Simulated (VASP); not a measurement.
# Nb in VASP: settings compared

Nb is run at these levels: PBEsol-based global hybrid with 25 % exact exchange, LAK; tasks: relaxation of cell and atoms, single point.

Everything below comes from runs of VASP 6.6.1. Logs are shortened: lines on timing, memory, paths and dates and some standing lists are left out, and cuts for length are marked.

**1. The cell of the first run**

It takes space group Im-3m (No. 229, cubic). Conventional cell: a = 3.328 Å, b = 3.328 Å, c = 3.328 Å, α = 90.00°, β = 90.00°, γ = 90.00°. Nb (site symmetry m-3m) has 14 Nb at 2.88 to 3.33 Å within 3.8 Å.

**2. Relaxation of cell and atoms, PBEsol-based global hybrid with 25 % exact exchange**

POSCAR

```
Nb
1.0
   -1.6639500000      1.6639500000      1.6639500000
    1.6639500000     -1.6639500000      1.6639500000
    1.6639500000      1.6639500000     -1.6639500000
Nb
1
Direct
    0.0000000000      0.0000000000      0.0000000000
```

INCAR.step1

```
PREC = Accurate ; ENCUT = 500
EDIFF = 1E-5 ; ISMEAR = -1
SIGMA = 0.05 ; LREAL = F
LASPH = T ; NELM = 120
ALGO = Normal ; LWAVE = T
LCHARG = F ; GGA = PE
NBANDS = 12 ; GGA_COMPAT = F
IBRION = 2 ; ISIF = 3
EDIFFG = -0.005 ; NELMIN = 4
NSW = 100
```

INCAR.step2

```
PREC = Accurate ; ENCUT = 500
EDIFF = 1E-7 ; ISMEAR = -1
SIGMA = 0.05 ; LREAL = F
LASPH = T ; NELM = 120
ALGO = Normal ; ISIF = 3
LWAVE = F ; LCHARG = F
GGA = PS ; LHFCALC = T
AEXX = 0.25 ; PRECFOCK = Normal
IBRION = 2 ; NSW = 60
EDIFFG = -0.01 ; ISTART = 1
GGA_COMPAT = F ; NELMIN = 4
```

KPOINTS

```
Automatic mesh
0
Gamma
  6 6 6
```

Potentials or basis: VASP PAW PBE potentials, release 64 (Nb_sv).

The run is started by

```sh
$ cat potpaw_PBE.64/Nb_sv/POTCAR > POTCAR
$ cp INCAR.step1 INCAR
$ mpirun -np 1 vasp_std > vasp.out
$ cp INCAR.step2 INCAR
$ mpirun -np 1 vasp_std > vasp.out
```

OUTCAR:

```text
PREC = Accurate
   ENCUT = 500
   EDIFF = 1E-7
   ISMEAR = -1
   LREAL = F
   LASPH = T
   NELM = 120
   ISIF = 3
   GGA = PS
   LHFCALC = T
   AEXX = 0.25
   PRECFOCK = Normal
   IBRION = 2
   NSW = 60
   EDIFFG = -0.01
   ISTART = 1
   NELMIN = 4

 ion  position               nearest neighbor table
   1  0.000  0.000  0.000-

  LATTYP: Found a body centered cubic cell.
 ALAT       =     3.3279000000

  Lattice vectors:

 A1 = (  -1.6639500000,   1.6639500000,   1.6639500000)
 A2 = (   1.6639500000,  -1.6639500000,   1.6639500000)
 A3 = (   1.6639500000,   1.6639500000,  -1.6639500000)

Analysis of symmetry for initial positions (statically):
=====================================================================
 Subroutine PRICEL returns:
 Original cell was already a primitive cell.

 Routine SETGRP: Setting up the symmetry group for a
 body centered cubic supercell.

 Subroutine GETGRP returns: Found 48 space group operations
 (whereof 48 operations were pure point group operations)
 out of a pool of 48 trial point group operations.

The static configuration has the point symmetry O_h .

Analysis of symmetry for dynamics (positions and initial velocities):
=====================================================================
 Subroutine PRICEL returns:
 Original cell was already a primitive cell.

 Routine SETGRP: Setting up the symmetry group for a
 body centered cubic supercell.

 Subroutine GETGRP returns: Found 48 space group operations
 (whereof 48 operations were pure point group operations)
 out of a pool of 48 trial point group operations.

The dynamic configuration has the point symmetry O_h .

 Subroutine INISYM returns: Found 48 space group operations
 (whereof 48 operations are pure point group operations),
 and found     1 'primitive' translations

----------------------------------------------------------------------------------------

                                     Primitive cell

  volume of cell :      18.4281

  direct lattice vectors                    reciprocal lattice vectors
    -1.663950000  1.663950000  1.663950000     0.000000000  0.300489798  0.300489798
     1.663950000 -1.663950000  1.663950000     0.300489798  0.000000000  0.300489798
     1.663950000  1.663950000 -1.663950000     0.300489798  0.300489798  0.000000000

[... 64 lines left out ...]
   ISTART =      1    job   : 0-new  1-cont  2-samecut
   ICHARG =      0    charge: 1-file 2-atom 10-const
   ISPIN  =      1    spin polarized calculation?
   LNONCOLLINEAR =      F non collinear calculations
   LSORBIT =      F    spin-orbit coupling
   LASPH  =      T    aspherical Exc in radial PAW
   ENCUT  =  500.0 eV  36.75 Ry    6.06 a.u.   5.25  5.25  5.25*2*pi/ulx,y,z
   NELM   =    120;   NELMIN=  4; NELMDL=  0     # of ELM steps
   EDIFF  = 0.1E-06   stopping-criterion for ELM
   LREAL  =      F    real-space projection
   EDIFFG = -.1E-01   stopping-criterion for IOM
   NSW    =     60    number of steps for IOM
   IBRION =      2    ionic relax: 0-MD 1-quasi-New 2-CG
   NFREE  =      1    steps in history (QN), initial steepest desc. (CG)
   ISIF   =      3    stress and relaxation
   ISYM   =      3    0-nonsym 1-usesym 2-fastsym
   POTIM  = 0.5000    time-step for ionic-motion
   TEBEG  =    0.0;   TEEND  =   0.0 temperature during run
   PSTRESS=    0.0 pullay stress
   NELECT =      13.0000    total number of electrons
   NUPDOWN=      -1.0000    fix difference up-down
   EMIN   =  10.00;   EMAX   =-10.00  energy-range for DOS
   EFERMI =   0.00;   METHOD = LEGACY
   ISMEAR =    -1;   SIGMA  =   0.05  broadening in eV -4-tet -1-fermi 0-gaus
   EFERMI_NEDOS =   21; number of points for ismear=-14 and -15
   IALGO  =     38    algorithm
   IMIX   =      1    mixing-type and parameters
     AMIX     =   0.40;   BMIX     =  1.00
     AMIX_MAG =   1.60;   BMIX_MAG =  1.00
  volume/ion in A,a.u.               =      18.43       124.36
  Fermi-wavevector in a.u.,A,eV,Ry     =   1.457345  2.753983 28.896790  2.123854
  Thomas-Fermi vector in A             =   2.574157
   LORBIT       =      0    0 simple, 1 ext, 2 COOP (PROOUT), +10 PAW based schemes
   GGA     = PS    functional components
   LHFCALC =     T    Hartree Fock is set to
   PRECFOCK=normal    Normal, Fast or Accurate (Low or Medium for compatibility)
   ENCUT4O =  -1.0   cutoff for four orbital integrals eV
   NKREDX  =     1    reduce k-point grid by
   NKREDY  =     1    reduce k-point grid by
   NKREDZ  =     1    reduce k-point grid by
   AEXX    =    0.2500 exact exchange contribution
   HFSCREEN=    0.0000 screening length (either q_TF or 0.3 A-1)
   HFSCREENC=   0.0000 screening length for correlation (either q_TF or 0.3 A-1)
   ENCUTFOCK=  -1.0 apply spherical cutoff to Coloumb kernel
   IVDW    =     0    specifies the selected vdW correction
   LEPSILON=     F    determine dielectric tensor
   LRPA    =     F    only Hartree local field effects (RPA)
 conjugate gradient relaxation of ions
 non-spin polarized calculation
  energy-cutoff  :      500.00
  volume of cell :       18.43
 maximum number of plane-waves:       476
 NGX is ok and might be reduce to    24
  NGX = 16; NGY = 16; NGZ = 16

--------------------------------------- Ionic step        1  -------------------------------------------

 number of electron      12.9999999 magnetization

 Free energy of the ion-electron system (eV)
  ---------------------------------------------------
  ext. energy  EPLUGINS =         0.00000000
  ---------------------------------------------------
  free energy    TOTEN  =       -13.38784151 eV

  energy without entropy =      -13.38255132  energy(sigma->0) =      -13.38519641

 E-fermi :  10.9594     XC(G=0):  -9.8175

 val. band max:       10.2314162416   @ k =   0.1667   0.0000   0.0000
 cond. band min:      11.0956968699   @ k =   0.3333   0.1667   0.0000
 fundamental gap:      0.8642806283
 Fermi energy:        10.9594450735

 k-point     1 :       0.0000    0.0000    0.0000
  band No.  band energies     occupation
      1     -47.8763      2.00000
      2     -21.7221      2.00000
      3     -21.7221      2.00000
      4     -21.7221      2.00000
      5       3.3747      2.00000
      6      11.6498      0.00000
      7      11.6498      0.00000
      8      11.6498      0.00000
      9      15.1632      0.00000
     10      15.1632      0.00000
[... 402 lines left out ...]
--------------------------------------- Ionic step        7  -------------------------------------------

 number of electron      13.0000000 magnetization

 Free energy of the ion-electron system (eV)
  ---------------------------------------------------
  ext. energy  EPLUGINS =         0.00000000
  ---------------------------------------------------
  free energy    TOTEN  =       -13.45680850 eV

  energy without entropy =      -13.45357152  energy(sigma->0) =      -13.45519001

 E-fermi :  12.1471     XC(G=0): -10.1516

 val. band max:       11.3892043093   @ k =   0.3333   0.1667   0.1667
 cond. band min:      12.2028136139   @ k =   0.1667   0.0000   0.0000
 fundamental gap:      0.8136093046
 Fermi energy:        12.1471283291

 k-point     1 :       0.0000    0.0000    0.0000
  band No.  band energies     occupation
      1     -46.5930      2.00000
      2     -20.2325      2.00000
      3     -20.2325      2.00000
      4     -20.2325      2.00000
      5       4.4112      2.00000
      6      12.7737      0.00001
      7      12.7737      0.00001
      8      12.7737      0.00001
      9      16.6077      0.00000
     10      16.6077      0.00000
[... 221 lines left out ...]
  FREE ENERGIE OF THE ION-ELECTRON SYSTEM (eV)
  ---------------------------------------------------
  free  energy   TOTEN  =       -13.4568085014 eV

  energy  without entropy=      -13.4535715166  energy(sigma->0) =      -13.45519001

 reached required accuracy - stopping structural energy minimisation
```

OUTCAR.step1:

```text
PREC = Accurate
   ENCUT = 500
   EDIFF = 1E-5
   ISMEAR = -1
   LREAL = F
   LASPH = T
   NELM = 120
   GGA = PE
   IBRION = 2
   ISIF = 3
   EDIFFG = -0.005
   NELMIN = 4
   NSW = 100
[... 372 lines left out ...]
  band No.  band energies     occupation
      1     -42.9336      2.00000
      2     -18.2117      2.00000
      3     -18.2117      2.00000
      4     -18.2117      2.00000
      5       5.3715      2.00000
      6      11.7462      0.00415
      7      11.7462      0.00415
      8      11.7462      0.00415
      9      14.6889      0.00000
     10      14.6889      0.00000
     11      25.5820      0.00000
     12      25.5820      0.00000
[... 251 lines left out ...]
  FREE ENERGIE OF THE ION-ELECTRON SYSTEM (eV)
  ---------------------------------------------------
  free  energy   TOTEN  =       -10.2101987991 eV

  energy  without entropy=      -10.2031045648  energy(sigma->0) =      -10.20665168

 reached required accuracy - stopping structural energy minimisation
```

It took 65 min on 1 thread of Intel Xeon Platinum 8259CL at 2.50GHz (Skylake/Cascade Lake), shared host; peak memory 0.16 GiB.

What came out:

```
Free energy                           : -13.4568 eV
Relaxed volume                        : 16.95 Å³/atom
Relaxed cell                          : a = 2.803 Å, b = 2.803 Å, c = 2.803 Å, α = 109.47°, β = 109.47°, γ = 109.47°
Space group after relaxing (to 0.1 Å) : Im-3m (No. 229)
Energy gained by relaxing             : 69.0 meV/atom
Ionic steps                           : 7
Pressure after relaxing               : 0.0 GPa
Band gap on the k mesh                : zero (an odd number of electrons rules out a gap without spin polarisation)
```

The path:
| step | energy change (eV) | largest force (eV/Å) | pressure (GPa) | volume (Å³) |
| --- | --- | --- | --- | --- |
| 1 | 0.0000 | 0.0000 | -13.97 | 18.43 |
| 2 | 0.2086 | 0.0000 | 40.42 | 14.47 |
| 3 | -0.0688 | 0.0000 | -0.80 | 17.02 |
| 4 | -0.0690 | 0.0000 | -0.12 | 16.96 |
| 5 | -0.0690 | 0.0000 | 0.23 | 16.93 |
| 6 | -0.0689 | 0.0000 | -0.36 | 16.98 |
| 7 | -0.0690 | 0.0000 | 0.00 | 16.95 |

Final structure:
```
Nb
1.0
    -1.61815    1.61815    1.61815
     1.61815   -1.61815    1.61815
     1.61815    1.61815   -1.61815
Nb
1
Direct
  0.00000 0.00000 0.00000
```

Levels at points of the mesh, in eV from the Fermi level:
| k point | band 3 | band 4 | band 5 | band 6 | band 7 | band 8 | band 9 | band 10 |
| --- | --- | --- | --- | --- | --- | --- | --- | --- |
| (0.00, 0.00, 0.00) | -32.38 | -32.38 | -7.74 | 0.63 | 0.63 | 0.63 | 4.46 | 4.46 |
| (0.50, 0.00, 0.00) | -32.95 | -32.40 | -5.36 | -2.94 | 2.77 | 4.48 | 5.26 | 8.01 |
| (0.50, 0.50, 0.50) | -33.62 | -33.62 | -5.41 | -5.41 | 7.05 | 7.05 | 7.05 | 10.45 |

Caveat: the k points lie up to 0.46 Å⁻¹ apart in the final cell, too coarse for converged energies and pressures of a metal; the PAW data sets were made with another functional, which shifts forces and pressure a little.

(Part 1 of 2 ends here.)
